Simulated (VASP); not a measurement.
# Al2Cu (I4/mcm) in VASP: notebook

Al2Cu is run at these levels: PBE; tasks: single point.

Everything below comes from runs of VASP 6.6.1. Logs are shortened: lines on timing, memory, paths and dates and some standing lists are left out, and cuts for length are marked.

## Step 1: The cell of the first run

Symmetry: I4/mcm, No. 140, tetragonal system. Conventional cell: a = 5.992 Å, b = 5.992 Å, c = 5.078 Å, α = 90.00°, β = 90.00°, γ = 90.00°. Al (site symmetry m2m) has 4 Cu at 2.59 Å and 11 Al at 2.69 to 3.19 Å within 3.4 Å. Within 3.4 Å of Cu (site symmetry 422) lie 2 Cu at 2.54 Å and 8 Al at 2.59 Å.

## Step 2: Single point, PBE

File INCAR:

```
SYSTEM = Al2Cu
PREC = Accurate ; ENCUT = 520
EDIFF = 1E-6 ; ISMEAR = 0
SIGMA = 0.15 ; LREAL = .False.
LASPH = .True. ; NELM = 60
ALGO = Fast ; ISIF = 2
LWAVE = .False. ; LCHARG = .False.
GGA = PE ; NBANDS = 26
```

File KPOINTS:

```
Automatic mesh
0
Gamma
  10 10 10
  0 0 0
```

File POSCAR:

```
Al2Cu
1.0
   -2.9959000000      2.9959000000      2.5389500000
    2.9959000000     -2.9959000000      2.5389500000
    2.9959000000      2.9959000000     -2.5389500000
Al Cu
4 2
Direct
    0.1587211657      0.6587211657      0.8174423314
    0.6587211657      0.8412788343      0.5000000000
    0.8412788343      0.3412788343      0.1825576686
    0.3412788343      0.1587211657      0.5000000000
    0.7500000000      0.7500000000      0.0000000000
    0.2500000000      0.2500000000      0.0000000000
```

Potentials or basis: VASP PAW PBE potentials, release 64 (Al, Cu).

Launch:

```bash
$ cat potpaw_PBE.64/Al/POTCAR potpaw_PBE.64/Cu/POTCAR > POTCAR
$ mpirun -np 1 vasp_std > vasp.out
```

OUTCAR:

```text
SYSTEM = Al2Cu
   PREC = Accurate
   ENCUT = 520
   EDIFF = 1E-6
   ISMEAR = 0
   LREAL = .False.
   LASPH = .True.
   NELM = 60
   ISIF = 2
   GGA = PE

 ion  position               nearest neighbor table
   1  0.159  0.659  0.817-   5 2.59   6 2.59   5 2.59   6 2.59   3 2.69   3 2.97   3 2.97   4 3.17
                             2 3.17   2 3.17   4 3.17   4 3.19   2 3.19   2 3.19   4 3.19
   2  0.659  0.841  0.500-   6 2.59   5 2.59   5 2.59   6 2.59   4 2.69   4 2.97   4 2.97   3 3.17
                             1 3.17   1 3.17   3 3.17   1 3.19   3 3.19   1 3.19   3 3.19
   3  0.841  0.341  0.183-   5 2.59   6 2.59   5 2.59   6 2.59   1 2.69   1 2.97   1 2.97   2 3.17
                             4 3.17   4 3.17   2 3.17   2 3.19   4 3.19   4 3.19   2 3.19
   4  0.341  0.159  0.500-   5 2.59   6 2.59   6 2.59   5 2.59   2 2.69   2 2.97   2 2.97   1 3.17
                             1 3.17   3 3.17   3 3.17   1 3.19   3 3.19   3 3.19   1 3.19
   5  0.750  0.750  0.000-   6 2.54   6 2.54   1 2.59   2 2.59   3 2.59   4 2.59   2 2.59   4 2.59
                             1 2.59   3 2.59
   6  0.250  0.250  0.000-   5 2.54   5 2.54   1 2.59   3 2.59   4 2.59   3 2.59   4 2.59   1 2.59
                             2 2.59   2 2.59

  LATTYP: Found a body centered tetragonal cell.
 ALAT       =     5.9918000000
 C/A-ratio  =     0.8474748823

  Lattice vectors:

 A1 = (  -2.9959000000,   2.9959000000,   2.5389500000)
 A2 = (   2.9959000000,  -2.9959000000,   2.5389500000)
 A3 = (   2.9959000000,   2.9959000000,  -2.5389500000)

Analysis of symmetry for initial positions (statically):
=====================================================================
 Subroutine PRICEL returns:
 Original cell was already a primitive cell.

 Routine SETGRP: Setting up the symmetry group for a
 body centered tetragonal supercell.

 Subroutine GETGRP returns: Found 16 space group operations
 (whereof  8 operations were pure point group operations)
 out of a pool of 16 trial point group operations.

The static configuration has the point symmetry C_4h.
 The point group associated with its full space group is D_4h.

Analysis of symmetry for dynamics (positions and initial velocities):
=====================================================================
 Subroutine PRICEL returns:
 Original cell was already a primitive cell.

 Routine SETGRP: Setting up the symmetry group for a
 body centered tetragonal supercell.

 Subroutine GETGRP returns: Found 16 space group operations
 (whereof  8 operations were pure point group operations)
 out of a pool of 16 trial point group operations.

The dynamic configuration has the point symmetry C_4h.
 The point group associated with its full space group is D_4h.

 Subroutine INISYM returns: Found 16 space group operations
 (whereof  8 operations are pure point group operations),
 and found     1 'primitive' translations

----------------------------------------------------------------------------------------

                                     Primitive cell

  volume of cell :      91.1525

  direct lattice vectors                    reciprocal lattice vectors
    -2.995900000  2.995900000  2.538950000     0.000000000  0.166894756  0.196931803
     2.995900000 -2.995900000  2.538950000     0.166894756  0.000000000  0.196931803
     2.995900000  2.995900000 -2.538950000     0.166894756  0.166894756  0.000000000

  length of vectors
     4.939342135  4.939342135  4.939342135     0.258139486  0.258139486  0.236024828

  position of ions in fractional coordinates (direct lattice)
     0.158721166  0.658721166  0.817442331
     0.658721166  0.841278834  0.500000000
     0.841278834  0.341278834  0.182557669
     0.341278834  0.158721166  0.500000000
     0.750000000  0.750000000  0.000000000
     0.250000000  0.250000000  0.000000000

  ion indices of the primitive-cell ions
   primitive index   ion index
                 1           1
                 2           2
                 3           3
                 4           4
                 5           5
                 6           6

----------------------------------------------------------------------------------------

 KPOINTS: Automatic mesh

Automatic generation of k-mesh.
 Grid dimensions read from file:
 generate k-points for:   10   10   10

 Generating k-lattice:

  Cartesian coordinates                     Fractional coordinates (reciprocal lattice)
     0.000000000  0.016689476  0.019693180     0.100000000  0.000000000  0.000000000
     0.016689476  0.000000000  0.019693180     0.000000000  0.100000000  0.000000000
     0.016689476  0.016689476  0.000000000     0.000000000  0.000000000  0.100000000

  Length of vectors
     0.025813949  0.025813949  0.023602483

  Shift w.r.t. Gamma in fractional coordinates (k-lattice)
     0.000000000  0.000000000  0.000000000

 Subroutine IBZKPT returns following result:
 ===========================================

 Found    102 irreducible k-points:

 Following reciprocal coordinates:
            Coordinates               Weight
  0.000000  0.000000  0.000000      1.000000
  0.100000  0.000000 -0.000000      8.000000
  0.200000  0.000000 -0.000000      8.000000
  0.300000 -0.000000  0.000000      8.000000
  0.400000 -0.000000  0.000000      8.000000
  0.500000 -0.000000  0.000000      4.000000
[... 16 lines left out ...]
  0.300000  0.300000  0.000000      8.000000
  0.400000  0.300000  0.000000     16.000000
 [... further k-points ...]
   k-points           NKPTS =    102   k-points in BZ     NKDIM =    102   number of bands    NBANDS=     26
   number of dos      NEDOS =    301   number of ions     NIONS =      6
   total plane-waves  NPLWV =  64000
   dimension x,y,z NGX =    40 NGY =   40 NGZ =   40
   dimension x,y,z NGXF=    80 NGYF=   80 NGZF=   80
   ions per type =               4   2
   NGX,Y,Z   is equivalent  to a cutoff of  13.46, 13.46, 13.46 a.u.
   NGXF,Y,Z  is equivalent  to a cutoff of  26.93, 26.93, 26.93 a.u.
 SYSTEM =  Al2Cu
   PREC   = accura    normal or accurate (medium, high low for compatibility)
   ISTART =      0    job   : 0-new  1-cont  2-samecut
   ICHARG =      2    charge: 1-file 2-atom 10-const
   ISPIN  =      1    spin polarized calculation?
   LNONCOLLINEAR =      F non collinear calculations
   LSORBIT =      F    spin-orbit coupling
   LASPH  =      T    aspherical Exc in radial PAW
   ENCUT  =  520.0 eV  38.22 Ry    6.18 a.u.   9.18  9.18  9.18*2*pi/ulx,y,z
   NELM   =     60;   NELMIN=  2; NELMDL= -5     # of ELM steps
   EDIFF  = 0.1E-05   stopping-criterion for ELM
   LREAL  =      F    real-space projection
   EDIFFG = 0.1E-04   stopping-criterion for IOM
   NSW    =      0    number of steps for IOM
   IBRION =     -1    ionic relax: 0-MD 1-quasi-New 2-CG
   NFREE  =      0    steps in history (QN), initial steepest desc. (CG)
   ISIF   =      2    stress and relaxation
   ISYM   =      2    0-nonsym 1-usesym 2-fastsym
   POTIM  = 0.5000    time-step for ionic-motion
   TEBEG  =    0.0;   TEEND  =   0.0 temperature during run
   PSTRESS=    0.0 pullay stress
   NELECT =      34.0000    total number of electrons
   NUPDOWN=      -1.0000    fix difference up-down
   EMIN   =  10.00;   EMAX   =-10.00  energy-range for DOS
   EFERMI =   0.00;   METHOD = LEGACY
   ISMEAR =     0;   SIGMA  =   0.15  broadening in eV -4-tet -1-fermi 0-gaus
   EFERMI_NEDOS =   21; number of points for ismear=-14 and -15
   IALGO  =     68    algorithm
   IMIX   =      4    mixing-type and parameters
     AMIX     =   0.40;   BMIX     =  1.00
     AMIX_MAG =   1.60;   BMIX_MAG =  1.00
  volume/ion in A,a.u.               =      15.19       102.52
  Fermi-wavevector in a.u.,A,eV,Ry     =   1.178451  2.226950 18.895048  1.388747
  Thomas-Fermi vector in A             =   2.314780
   LORBIT       =      0    0 simple, 1 ext, 2 COOP (PROOUT), +10 PAW based schemes
   GGA     = PE    functional components
   LHFCALC =     F    Hartree Fock is set to
   AEXX    =    0.0000 exact exchange contribution
   IVDW    =     0    specifies the selected vdW correction
   LEPSILON=     F    determine dielectric tensor
   LRPA    =     F    only Hartree local field effects (RPA)
 non-spin polarized calculation
 RMM-DIIS sequential band-by-band and
 Gauss-broadening in eV      SIGMA  =   0.15
  energy-cutoff  :      520.00
  volume of cell :       91.15
 maximum number of plane-waves:      2474
 NGX is ok and might be reduce to    40
   NGX = 19   NGY = 19   NGZ = 19

 number of electron      33.9999989 magnetization

 Free energy of the ion-electron system (eV)
  ---------------------------------------------------
  ext. energy  EPLUGINS =         0.00000000
  ---------------------------------------------------
  free energy    TOTEN  =       -23.33626563 eV

  energy without entropy =      -23.31565983  energy(sigma->0) =      -23.32596273

 E-fermi :   7.7199     XC(G=0): -10.7759

 val. band max:        7.6867987676   @ k =   0.5000   0.1000   0.0000
 cond. band min:       7.7294633294   @ k =  -0.3000  -0.4000   0.2000
 fundamental gap:      0.0426645618
 Fermi energy:         7.7199182560

 k-point     1 :       0.0000    0.0000    0.0000
  band No.  band energies     occupation
      1      -2.8488      2.00000
      2       2.6243      2.00000
      3       2.7327      2.00000
      4       2.7327      2.00000
      5       2.9191      2.00000
      6       3.6773      2.00000
[... 18 lines left out ...]
     25      13.4711      0.00000
     26      13.9686      0.00000

 k-point     2 :       0.1000    0.0000   -0.0000
  band No.  band energies     occupation
      1      -2.7484      2.00000
      2       2.6141      2.00000
      3       2.6997      2.00000
      4       2.7267      2.00000
      5       2.9345      2.00000
      6       3.6404      2.00000
[... 18 lines left out ...]
     25      13.5803      0.00000
[... 608 lines left out ...]
     25      13.7581      0.00000
     26      13.9563      0.00000

 k-point    24 :       0.4000    0.3000    0.0000
  band No.  band energies     occupation
      1      -0.4993      2.00000
      2       0.2865      2.00000
      3       0.8697      2.00000
      4       2.5591      2.00000
      5       3.1976      2.00000
      6       3.3149      2.00000
[... 18 lines left out ...]
     25      14.7053      0.00000
     26      15.2087      0.00000

 [... further k-points ...]

------------------------ aborting loop because EDIFF is reached ----------------------------------------

  FORCE on cell =-STRESS in cart. coord.  units (eV):
  Direction    XX          YY          ZZ          XY          YZ          ZX
  --------------------------------------------------------------------------------------
  -------------------------------------------------------------------------------------
  Total        0.2067309      0.2067309     -2.8422143      0.0000000     -0.0000000      0.0000000
  in kB        3.6336851      3.6336851    -49.9572626      0.0000000     -0.0000000      0.0000000
  external PRESSURE =     -14.2299641 kB  Pullay stress =       0.0000000 kB

 VOLUME and BASIS-vectors are now :
 -----------------------------------------------------------------------------
  energy-cutoff  :      520.00
  volume of cell :       91.15
      direct lattice vectors                 reciprocal lattice vectors
    -2.995900000  2.995900000  2.538950000     0.000000000  0.166894756  0.196931803
     2.995900000 -2.995900000  2.538950000     0.166894756  0.000000000  0.196931803
     2.995900000  2.995900000 -2.538950000     0.166894756  0.166894756  0.000000000

 POSITION                                       TOTAL-FORCE (eV/Angst)
 -----------------------------------------------------------------------------------
      3.94693      0.95103      0.00000         0.093245      0.093245     -0.000000
      2.04487      0.95103      2.53895        -0.093245      0.093245      0.000000
     -0.95103      2.04487      2.53895        -0.093245     -0.093245     -0.000000
      0.95103      2.04487      0.00000         0.093245     -0.093245      0.000000
      0.00000      0.00000      3.80842         0.000000      0.000000      0.000000
      0.00000      0.00000      1.26947         0.000000      0.000000      0.000000
 -----------------------------------------------------------------------------------
    total drift:                               -0.000000     -0.000000      0.000000

  FREE ENERGIE OF THE ION-ELECTRON SYSTEM (eV)
  ---------------------------------------------------
  free  energy   TOTEN  =       -23.3362656278 eV

  energy  without entropy=      -23.3156598335  energy(sigma->0) =      -23.32596273
```

Run time: 2.3 min. Hardware: 1 thread of Intel Xeon 6975P-C (Granite Rapids), shared host; peak memory 0.37 GiB.

Results:

- Free energy: -23.3363 eV
- Pressure: -1.4 GPa
- Largest force: 0.132 eV/Å
- Band gap on the k mesh: zero (bands 17 and 18 overlap by 3.81 eV)

Forces on the atoms (eV/Å):
```
Al   0.093  0.093  0.000
Al  -0.093  0.093  0.000
Al  -0.093 -0.093  0.000
Al   0.093 -0.093  0.000
Cu   0.000  0.000  0.000
Cu   0.000  0.000  0.000
```

Stress tensor (GPa, compression positive):
```
 0.36  0.00  0.00
 0.00  0.36  0.00
 0.00  0.00 -5.00
```

Levels at points of the mesh, in eV from the Fermi level:
| k point | band 13 | band 14 | band 15 | band 16 | band 17 | band 18 | band 19 | band 20 | band 21 | band 22 |
| --- | --- | --- | --- | --- | --- | --- | --- | --- | --- | --- |
| (0.00, 0.00, 0.00) | -2.59 | -1.64 | -1.57 | -1.24 | -1.24 | -0.99 | -0.33 | 0.11 | 1.11 | 1.11 |
| (0.50, 0.00, 0.00) | -2.95 | -2.95 | -2.51 | -2.51 | 0.41 | 0.41 | 3.64 | 3.64 | 4.36 | 4.36 |
| (0.50, 0.50, 0.00) | -3.14 | -2.87 | -1.41 | -1.08 | -0.92 | -0.78 | 1.11 | 1.60 | 4.76 | 4.76 |
| (0.50, 0.50, 0.50) | -3.26 | -3.26 | -3.18 | -1.97 | 2.33 | 2.95 | 2.95 | 3.45 | 3.71 | 4.39 |

Caveat: the stress differs along the axes, from -5 to 0 GPa.

## Step 3: Single point, PBE

File INCAR:

```
ALGO     = Fast           # electronic algorithm
EDIFF    = 1E-6           # SCF threshold, eV
ENCUT    = 520            # plane-wave cutoff, eV
GGA      = PE             # functional
ISIF     = 2              # what is computed and relaxed
ISMEAR   = 0              # smearing method
LASPH    = True           # aspherical terms in the spheres
LCHARG   = False          # write CHGCAR
LREAL    = False          # projectors in reciprocal space
LWAVE    = False          # write WAVECAR
NBANDS   = 26             # bands
NELM     = 60             # most SCF steps
PREC     = Accurate       # precision mode
SIGMA    = 0.15           # smearing width, eV
```

File KPOINTS:

```
k-points
0
Gamma
  10 10 10
```

POSCAR, as its differences from that of step 2:

```diff
@@ -2,5 +2,5 @@
 1.0
-   -2.9959000000      2.9959000000      2.5389500000
-    2.9959000000     -2.9959000000      2.5389500000
-    2.9959000000      2.9959000000     -2.5389500000
+   -3.0261521191      3.0261521191      2.4901000000
+    3.0261521191     -3.0261521191      2.4901000000
+    3.0261521191      3.0261521191     -2.4901000000
 Al Cu
```

Potentials or basis: VASP PAW PBE potentials, release 64 (Al, Cu).

Launch:

```bash
$ cat potpaw_PBE.64/Al/POTCAR potpaw_PBE.64/Cu/POTCAR > POTCAR
$ mpirun -np 1 vasp_std > vasp.out
```

OUTCAR:

```text
EDIFF = 1E-6
   ENCUT = 520
   GGA = PE
   ISIF = 2
   ISMEAR = 0
   LASPH = True
   LREAL = False
   NELM = 60
   PREC = Accurate

 ion  position               nearest neighbor table
   1  0.159  0.659  0.817-   5 2.60   6 2.60   5 2.60   6 2.60   3 2.72   3 2.94   3 2.94   2 3.15
                             4 3.15   4 3.15   2 3.15   4 3.22   2 3.22   2 3.22   4 3.22
   2  0.659  0.841  0.500-   6 2.60   5 2.60   5 2.60   6 2.60   4 2.72   4 2.94   4 2.94   1 3.15
[... 916 lines left out ...]
  -------------------------------------------------------------------------------------
  Total       -0.5413538     -0.5413538     -1.8042590      0.0000000      0.0000000      0.0000000
  in kB       -9.5089708     -9.5089708    -31.6921107      0.0000000      0.0000000      0.0000000
  external PRESSURE =     -16.9033508 kB  Pullay stress =       0.0000000 kB

 VOLUME and BASIS-vectors are now :
 -----------------------------------------------------------------------------
  energy-cutoff  :      520.00
  volume of cell :       91.21
      direct lattice vectors                 reciprocal lattice vectors
    -3.026152119  3.026152119  2.490100000     0.000000000  0.165226327  0.200795149
     3.026152119 -3.026152119  2.490100000     0.165226327  0.000000000  0.200795149
     3.026152119  3.026152119 -2.490100000     0.165226327  0.165226327  0.000000000

 POSITION                                       TOTAL-FORCE (eV/Angst)
 -----------------------------------------------------------------------------------
      3.98678      0.96063      0.00000         0.035841      0.035841     -0.000000
      2.06552      0.96063      2.49010        -0.035841      0.035841      0.000000
     -0.96063      2.06552      2.49010        -0.035841     -0.035841      0.000000
      0.96063      2.06552      0.00000         0.035841     -0.035841      0.000000
      0.00000      0.00000      3.73515         0.000000      0.000000      0.000000
      0.00000      0.00000      1.24505        -0.000000      0.000000      0.000000
 -----------------------------------------------------------------------------------
    total drift:                               -0.000000     -0.000000      0.000000

  FREE ENERGIE OF THE ION-ELECTRON SYSTEM (eV)
  ---------------------------------------------------
  free  energy   TOTEN  =       -23.3782414011 eV

  energy  without entropy=      -23.3561815288  energy(sigma->0) =      -23.36721146
```

OSZICAR:

```text
N       E                     dE             d eps       ncg     rms          rms(c)
DAV:   1     0.185018795786E+03    0.18502E+03   -0.13630E+04  5304   0.145E+03
DAV:   2    -0.161143681565E+02   -0.20113E+03   -0.18878E+03  5312   0.286E+02
DAV:   3    -0.276582823073E+02   -0.11544E+02   -0.10827E+02  6820   0.880E+01
DAV:   4    -0.279986498269E+02   -0.34037E+00   -0.33869E+00  8018   0.130E+01
DAV:   5    -0.280036874793E+02   -0.50377E-02   -0.50368E-02  7682   0.157E+00    0.214E+01
RMM:   6    -0.338513978716E+02   -0.58477E+01   -0.10368E+02  6451   0.134E+02    0.192E+01
RMM:   7    -0.237541964997E+02    0.10097E+02   -0.31824E+01  5628   0.783E+01    0.345E+00
RMM:   8    -0.234507978735E+02    0.30340E+00   -0.19091E+00  5788   0.189E+01    0.128E+00
RMM:   9    -0.233840315961E+02    0.66766E-01   -0.50364E-01  5925   0.301E+00    0.472E-01
RMM:  10    -0.233844441187E+02   -0.41252E-03   -0.51801E-02  6527   0.219E+00    0.364E-01
RMM:  11    -0.233782855266E+02    0.61586E-02   -0.11033E-02  6538   0.808E-01    0.139E-01
RMM:  12    -0.233783853947E+02   -0.99868E-04   -0.36607E-03  6715   0.637E-01    0.934E-02
RMM:  13    -0.233782533514E+02    0.13204E-03   -0.12674E-03  6901   0.286E-01    0.498E-02
RMM:  14    -0.233782306022E+02    0.22749E-04   -0.33327E-04  6906   0.194E-01    0.175E-02
RMM:  15    -0.233782411484E+02   -0.10546E-04   -0.15861E-04  7944   0.853E-02    0.651E-03
RMM:  16    -0.233782483564E+02   -0.72079E-05   -0.12507E-05  6698   0.344E-02    0.183E-02
RMM:  17    -0.233782407707E+02    0.75857E-05   -0.14833E-05  6242   0.427E-02    0.223E-03
RMM:  18    -0.233782414011E+02   -0.63040E-06   -0.41058E-06  5673   0.136E-02
   1 F= -.23378241E+02 E0= -.23367211E+02  d E =-.220599E-01
```

stdout:

```text
POSCAR found type information on POSCAR AlCu
 POSCAR found :  2 types and       6 ions
 scaLAPACK will be used
 LDA part: xc-table for (Slater+PW92), standard interpolation
 POSCAR, INCAR and KPOINTS ok, starting setup
 FFT: planning ... GRIDC
 FFT: planning ... GRID_SOFT
 FFT: planning ... GRID
 WAVECAR not read
 entering main loop
```

Wall time 2.4 min (1 thread of Intel Xeon 6975P-C (Granite Rapids), shared host); peak memory 0.38 GiB.

Results:

| Quantity | Value |
| --- | --- |
| Free energy | -23.3782 eV |
| Pressure | -1.7 GPa |
| Largest force | 0.051 eV/Å |
| Band gap on the k mesh | zero (bands 17 and 18 overlap by 4.08 eV) |

Forces in eV/Å, atoms in the order of the input:
```
Al   0.036  0.036  0.000
Al  -0.036  0.036  0.000
Al  -0.036 -0.036  0.000
Al   0.036 -0.036  0.000
Cu   0.000  0.000  0.000
Cu   0.000  0.000  0.000
```

The gap in the log of VASP goes by the Fermi energy; the results here count the filled bands.